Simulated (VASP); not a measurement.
Input of a VASP 6.6.1 run:

File INCAR:

```
SYSTEM = Al3Cu
ALGO     = Normal         ! electronic algorithm
EDIFF    = 1E-6           ! SCF threshold, eV
ENCUT    = 520            ! plane-wave cutoff, eV
GGA      = PS             ! functional
ISIF     = 2              ! what is computed and relaxed
ISMEAR   = -1             ! smearing method
LASPH    = .TRUE.         ! aspherical terms in the spheres
LCHARG   = .FALSE.        ! write CHGCAR
LREAL    = .FALSE.        ! projectors in reciprocal space
LWAVE    = .FALSE.        ! write WAVECAR
NBANDS   = 18             ! bands
NELM     = 100            ! most SCF steps
PREC     = Accurate       ! precision mode
SIGMA    = 0.05           ! smearing width, eV
```

File KPOINTS:

```
k-points
0
G
  10 10 4
  0 0 0
```

Contents of POSCAR:

```
Al3Cu
1.0
    2.7216873630      0.0000000000      0.0000000000
    0.0000000000      2.7216873630      0.0000000000
    0.0000000000      0.0000000000      7.3600256096
Cu Al
1 3
Direct
    0.0000000000      0.0000000000      0.0000000000
    0.5000000000      0.5000000000      0.7738844900
    0.5000000000      0.5000000000      0.2261155100
    0.0000000000      0.0000000000      0.5000000000
```

Potentials or basis: VASP PAW PBE potentials, release 64 (Cu, Al).

Run with:

```console
$ cat potpaw_PBE.64/Cu/POTCAR potpaw_PBE.64/Al/POTCAR > POTCAR
$ mpirun -np 1 vasp_std > vasp.out
```

Q: What does it give for the largest force?

A: 0.093 eV/Å.

Q: What does it give for the pressure?

A: 9.2 GPa.

Q: Estimate the band gap on the k mesh.

A: Zero (band 10 reaches 13.73 eV, above the bottom of band 11 at 7.38 eV).

Stress tensor (GPa, compression positive):
```
 8.69  0.00  0.00
 0.00  8.69  0.00
 0.00  0.00 10.16
```

Caveat: the PAW data sets were made with another functional, which shifts forces and pressure a little.
